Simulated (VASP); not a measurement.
# ZnS (P6_3mc) in VASP: notebook, part 2 of 2

VASP 6.6.1.

## Step 3: Electric field gradients, PBE

Contents of INCAR:

```
PREC = Accurate ; ENCUT = 520
EDIFF = 1E-8 ; ISMEAR = -1
SIGMA = 0.02 ; LREAL = F
LASPH = T ; NELM = 60
ALGO = Normal ; ISIF = 2
LWAVE = F ; LCHARG = F
GGA = PE ; LEFG = T
NBANDS = 26
```

Contents of KPOINTS:

```
Automatic mesh
0
Gamma
  13 13 7
```

Contents of POSCAR:

```
ZnS
1.0
    3.8227000000      0.0000000000      0.0000000000
   -1.9113500000      3.3105553110      0.0000000000
    0.0000000000      0.0000000000      6.2607000000
Zn S
2 2
Direct
    0.3333333333      0.6666666667      0.0000000000
    0.6666666667      0.3333333333      0.5000000000
    0.3333333333      0.6666666667      0.3748000000
    0.6666666667      0.3333333333      0.8748000000
```

Potentials or basis: VASP PAW PBE potentials, release 64 (Zn, S).

Command:

```
$ cat potpaw_PBE.64/Zn/POTCAR potpaw_PBE.64/S/POTCAR > POTCAR
$ mpirun -np 1 vasp_std > vasp.out
```

OUTCAR:

```text
PREC = Accurate
   ENCUT = 520
   EDIFF = 1E-8
   ISMEAR = -1
   LREAL = F
   LASPH = T
   NELM = 60
   ISIF = 2
   GGA = PE

 ion  position               nearest neighbor table
   1  0.333  0.667  0.000-   4 2.34   4 2.34   4 2.34   3 2.35
   2  0.667  0.333  0.500-   3 2.34   3 2.34   3 2.34   4 2.35
   3  0.333  0.667  0.375-   2 2.34   2 2.34   2 2.34   1 2.35
   4  0.667  0.333  0.875-   1 2.34   1 2.34   1 2.34   2 2.35

  LATTYP: Found a hexagonal cell.
 ALAT       =     3.8227000000
 C/A-ratio  =     1.6377691161

  Lattice vectors:

 A1 = (   3.8227000000,   0.0000000000,   0.0000000000)
 A2 = (  -1.9113500000,   3.3105553110,   0.0000000000)
 A3 = (   0.0000000000,   0.0000000000,   6.2607000000)

Analysis of symmetry for initial positions (statically):
=====================================================================
 Subroutine PRICEL returns:
 Original cell was already a primitive cell.

 Routine SETGRP: Setting up the symmetry group for a
 hexagonal supercell.

 Subroutine GETGRP returns: Found 12 space group operations
 (whereof  6 operations were pure point group operations)
 out of a pool of 24 trial point group operations.

The static configuration has the point symmetry C_3v.
 The point group associated with its full space group is C_6v.

Analysis of symmetry for dynamics (positions and initial velocities):
=====================================================================
 Subroutine PRICEL returns:
 Original cell was already a primitive cell.

[... 861 lines left out ...]

 [... further k-points ...]

------------------------ aborting loop because EDIFF is reached ----------------------------------------

  FORCE on cell =-STRESS in cart. coord.  units (eV):
  Direction    XX          YY          ZZ          XY          YZ          ZX
  --------------------------------------------------------------------------------------
  -------------------------------------------------------------------------------------
  Total        0.7319333      0.7319333      0.8029019      0.0000000     -0.0000000      0.0000000
  in kB       14.8009001     14.8009001     16.2360020      0.0000000     -0.0000000      0.0000000
  external PRESSURE =      15.2792674 kB  Pullay stress =       0.0000000 kB

 VOLUME and BASIS-vectors are now :
 -----------------------------------------------------------------------------
  energy-cutoff  :      520.00
  volume of cell :       79.23
      direct lattice vectors                 reciprocal lattice vectors
     3.822700000  0.000000000  0.000000000     0.261595208  0.151032064  0.000000000
    -1.911350000  3.310555311  0.000000000     0.000000000  0.302064127  0.000000000
     0.000000000  0.000000000  6.260700000     0.000000000  0.000000000  0.159726548

 POSITION                                       TOTAL-FORCE (eV/Angst)
 -----------------------------------------------------------------------------------
     -0.00000      2.20704      0.00000        -0.000000      0.000000      0.005998
      1.91135      1.10352      3.13035         0.000000     -0.000000      0.005998
     -0.00000      2.20704      2.34651         0.000000      0.000000     -0.005998
      1.91135      1.10352      5.47686         0.000000      0.000000     -0.005998
 -----------------------------------------------------------------------------------
    total drift:                               -0.000000     -0.000000     -0.000175

  FREE ENERGIE OF THE ION-ELECTRON SYSTEM (eV)
  ---------------------------------------------------
  free  energy   TOTEN  =       -13.6857626897 eV

  energy  without entropy=      -13.6857626896  energy(sigma->0) =      -13.68576269

 Electric field gradients (V/A^2)
---------------------------------------------------------------------
 ion       V_xx      V_yy      V_zz      V_xy      V_xz      V_yz
---------------------------------------------------------------------
   1      -0.304    -0.298     0.602     0.005     0.000    -0.000
   2      -0.304    -0.298     0.602     0.005    -0.000     0.000
   3      -1.092    -1.092     2.184    -0.001     0.000    -0.000
   4      -1.092    -1.092     2.184    -0.001    -0.000     0.000
---------------------------------------------------------------------

 Electric field gradients after diagonalization (V/A^2)
 (convention: |V_zz| > |V_xx| > |V_yy|)
----------------------------------------------------------------------
 ion       V_xx      V_yy      V_zz     asymmetry (V_yy - V_xx)/ V_zz
----------------------------------------------------------------------
   1      -0.307    -0.295     0.602       0.021
   2      -0.307    -0.295     0.602       0.021
   3      -1.092    -1.091     2.184       0.001
   4      -1.092    -1.091     2.184       0.001
----------------------------------------------------------------------

           NMR quadrupolar parameters

 Cq : quadrupolar parameter    Cq=e*Q*V_zz/h
 eta: asymmetry parameters     (V_yy - V_xx)/ V_zz
 Q  : nuclear electric quadrupole moment in mb (millibarn)
----------------------------------------------------------------------
 ion       Cq(MHz)       eta       Q (mb)
----------------------------------------------------------------------
   1       0.001       0.021       1.000
   2       0.001       0.021       1.000
   3       0.005       0.001       1.000
   4       0.005       0.001       1.000
----------------------------------------------------------------------
```

OSZICAR:

```text
N       E                     dE             d eps       ncg     rms          rms(c)
DAV:   1     0.246251997401E+03    0.24625E+03   -0.16969E+04  4368   0.167E+03
DAV:   2     0.102715508003E+02   -0.23598E+03   -0.22525E+03  4506   0.352E+02
DAV:   3    -0.139478642600E+02   -0.24219E+02   -0.23979E+02  5322   0.112E+02
DAV:   4    -0.145315108750E+02   -0.58365E+00   -0.58241E+00  5034   0.175E+01
DAV:   5    -0.145406074663E+02   -0.90966E-02   -0.90944E-02  5396   0.215E+00    0.969E+00
DAV:   6    -0.136954756161E+02    0.84513E+00   -0.16343E+00  6558   0.368E+01    0.745E+00
DAV:   7    -0.136911603396E+02    0.43153E-02   -0.12149E+00  4648   0.645E+00    0.342E+00
DAV:   8    -0.136848652651E+02    0.62951E-02   -0.34907E-02  5456   0.180E+00    0.955E-01
DAV:   9    -0.136853926972E+02   -0.52743E-03   -0.88465E-03  5918   0.132E+00    0.226E-01
DAV:  10    -0.136855418920E+02   -0.14919E-03   -0.60405E-04  5110   0.329E-01    0.926E-02
DAV:  11    -0.136857599372E+02   -0.21805E-03   -0.34494E-04  4534   0.121E-01    0.542E-02
DAV:  12    -0.136857593678E+02    0.56936E-06   -0.12871E-05  5378   0.347E-02    0.109E-02
DAV:  13    -0.136857625791E+02   -0.32113E-05   -0.50841E-06  4548   0.163E-02    0.228E-03
DAV:  14    -0.136857626335E+02   -0.54402E-07   -0.51924E-07  5402   0.149E-02    0.102E-03
DAV:  15    -0.136857626801E+02   -0.46625E-07   -0.69405E-08  4802   0.395E-03    0.624E-04
DAV:  16    -0.136857626897E+02   -0.95497E-08   -0.22287E-08  4076   0.942E-04
   1 F= -.13685763E+02 E0= -.13685763E+02  d E =-.241798E-10
```

Run time: 90 s. Hardware: 1 thread of AMD EPYC 9R45 (Zen 5), shared host; peak memory 0.25 GiB.

Results:

- Free energy: -13.6858 eV
- Pressure: 1.5 GPa
- Largest force: 0.006 eV/Å
- Band gap on the k mesh: 2.17 eV
- Largest electric field gradient by atom: Zn +0.6; S +2.2 V/Å²

Forces in eV/Å, atoms in the order of the input:
```
Zn   0.000  0.000  0.006
Zn   0.000  0.000  0.006
S    0.000  0.000 -0.006
S    0.000  0.000 -0.006
```

Electric field gradients, principal values (V/Å²):
```
atom   least  middle  greatest (by size)
1 Zn  -0.295  -0.307               0.602
2 Zn  -0.295  -0.307               0.602
 3 S  -1.091  -1.092               2.184
 4 S  -1.091  -1.092               2.184
```

Caveat: without QUAD_EFG the Cq values of the log hold for a quadrupole moment of 1 mb, not for the nuclei. Expect the measured gap to be larger: semilocal functionals such as PBE lack the derivative discontinuity.

## Step 4: Electric field gradients, LDA

Contents of INCAR:

```
  PREC = Accurate
  ENCUT = 520
  EDIFF = 1E-8
  ISMEAR = -1
  SIGMA = 0.02
  LREAL = F
  LASPH = T
  NELM = 60
  ALGO = Normal
  ISIF = 2
  LWAVE = F
  LCHARG = F
  GGA = CA
  LEFG = T
  NBANDS = 26
```

Contents of KPOINTS:

```
regular mesh
0
Gamma
  13 13 7
```

POSCAR is that of step 3.

Potentials or basis: VASP PAW LDA potentials, release 64 (Zn, S).

Command:

```
$ cat potpaw_LDA.64/Zn/POTCAR potpaw_LDA.64/S/POTCAR > POTCAR
$ mpirun -np 1 vasp_std > vasp.out
```

OUTCAR:

```text
PREC = Accurate
   ENCUT = 520
   EDIFF = 1E-8
   ISMEAR = -1
   LREAL = F
   LASPH = T
   NELM = 60
   ISIF = 2
   GGA = CA

 ion  position               nearest neighbor table
   1  0.333  0.667  0.000-   4 2.34   4 2.34   4 2.34   3 2.35
   2  0.667  0.333  0.500-   3 2.34   3 2.34   3 2.34   4 2.35
   3  0.333  0.667  0.375-   2 2.34   2 2.34   2 2.34   1 2.35
   4  0.667  0.333  0.875-   1 2.34   1 2.34   1 2.34   2 2.35

  LATTYP: Found a hexagonal cell.
 ALAT       =     3.8227000000
 C/A-ratio  =     1.6377691161

  Lattice vectors:

 A1 = (   3.8227000000,   0.0000000000,   0.0000000000)
 A2 = (  -1.9113500000,   3.3105553110,   0.0000000000)
 A3 = (   0.0000000000,   0.0000000000,   6.2607000000)

Analysis of symmetry for initial positions (statically):
=====================================================================
 Subroutine PRICEL returns:
 Original cell was already a primitive cell.

 Routine SETGRP: Setting up the symmetry group for a
 hexagonal supercell.

 Subroutine GETGRP returns: Found 12 space group operations
 (whereof  6 operations were pure point group operations)
 out of a pool of 24 trial point group operations.

The static configuration has the point symmetry C_3v.
 The point group associated with its full space group is C_6v.

Analysis of symmetry for dynamics (positions and initial velocities):
=====================================================================
 Subroutine PRICEL returns:
 Original cell was already a primitive cell.

[... 861 lines left out ...]

 [... further k-points ...]

------------------------ aborting loop because EDIFF is reached ----------------------------------------

  FORCE on cell =-STRESS in cart. coord.  units (eV):
  Direction    XX          YY          ZZ          XY          YZ          ZX
  --------------------------------------------------------------------------------------
  -------------------------------------------------------------------------------------
  Total       -2.2734557     -2.2734557     -2.1997713      0.0000000      0.0000000      0.0000000
  in kB      -45.9730289    -45.9730289    -44.4830093      0.0000000      0.0000000      0.0000000
  external PRESSURE =     -45.4763557 kB  Pullay stress =       0.0000000 kB

 VOLUME and BASIS-vectors are now :
 -----------------------------------------------------------------------------
  energy-cutoff  :      520.00
  volume of cell :       79.23
      direct lattice vectors                 reciprocal lattice vectors
     3.822700000  0.000000000  0.000000000     0.261595208  0.151032064  0.000000000
    -1.911350000  3.310555311  0.000000000     0.000000000  0.302064127  0.000000000
     0.000000000  0.000000000  6.260700000     0.000000000  0.000000000  0.159726548

 POSITION                                       TOTAL-FORCE (eV/Angst)
 -----------------------------------------------------------------------------------
     -0.00000      2.20704      0.00000        -0.000000      0.000000      0.000519
      1.91135      1.10352      3.13035         0.000000     -0.000000      0.000519
     -0.00000      2.20704      2.34651         0.000000     -0.000000     -0.000519
      1.91135      1.10352      5.47686        -0.000000      0.000000     -0.000519
 -----------------------------------------------------------------------------------
    total drift:                               -0.000000     -0.000000     -0.000435

  FREE ENERGIE OF THE ION-ELECTRON SYSTEM (eV)
  ---------------------------------------------------
  free  energy   TOTEN  =       -16.3341259321 eV

  energy  without entropy=      -16.3341259321  energy(sigma->0) =      -16.33412593

 Electric field gradients (V/A^2)
---------------------------------------------------------------------
 ion       V_xx      V_yy      V_zz      V_xy      V_xz      V_yz
---------------------------------------------------------------------
   1      -0.285    -0.279     0.563     0.005     0.000    -0.000
   2      -0.285    -0.279     0.563     0.005    -0.000     0.000
   3      -1.055    -1.056     2.111    -0.000     0.000    -0.000
   4      -1.055    -1.056     2.111    -0.000    -0.000     0.000
---------------------------------------------------------------------

 Electric field gradients after diagonalization (V/A^2)
 (convention: |V_zz| > |V_xx| > |V_yy|)
----------------------------------------------------------------------
 ion       V_xx      V_yy      V_zz     asymmetry (V_yy - V_xx)/ V_zz
----------------------------------------------------------------------
   1      -0.288    -0.275     0.563       0.022
   2      -0.288    -0.275     0.563       0.022
   3      -1.056    -1.055     2.111       0.001
   4      -1.056    -1.055     2.111       0.001
----------------------------------------------------------------------

           NMR quadrupolar parameters

 Cq : quadrupolar parameter    Cq=e*Q*V_zz/h
 eta: asymmetry parameters     (V_yy - V_xx)/ V_zz
 Q  : nuclear electric quadrupole moment in mb (millibarn)
----------------------------------------------------------------------
 ion       Cq(MHz)       eta       Q (mb)
----------------------------------------------------------------------
   1       0.001       0.022       1.000
   2       0.001       0.022       1.000
   3       0.005       0.001       1.000
   4       0.005       0.001       1.000
----------------------------------------------------------------------
```

stdout:

```text
POSCAR found type information on POSCAR ZnS
 POSCAR found :  2 types and       4 ions
 scaLAPACK will be used
 LDA part: xc-table for (Slater(with rela. corr.)+CA(PZ))
 , standard interpolation
 POSCAR, INCAR and KPOINTS ok, starting setup
 FFT: planning ... GRIDC
 FFT: planning ... GRID_SOFT
 FFT: planning ... GRID
 WAVECAR not read
 entering main loop
ion   1

ion   2

ion   3

ion   4
```

Wall time 73 s (1 thread of AMD EPYC 9R45 (Zen 5), shared host); peak memory 0.23 GiB.

Results:

```yaml
Free_energy: -16.3341 eV
Pressure: -4.5 GPa
Band_gap_on_the_k_mesh: 1.94 eV
Largest_electric_field_gradient_by_atom: Zn +0.6; S +2.1 V/Å²
```

Electric field gradients, principal values (V/Å²):
```tsv
atom	least	middle	greatest (by size)
1 Zn	-0.275	-0.288	0.563
2 Zn	-0.275	-0.288	0.563
3 S	-1.055	-1.056	2.111
4 S	-1.055	-1.056	2.111
```

Caveat: the cell stands under tension; without QUAD_EFG the Cq values of the log hold for a quadrupole moment of 1 mb, not for the nuclei. A k mesh can miss the band edges.
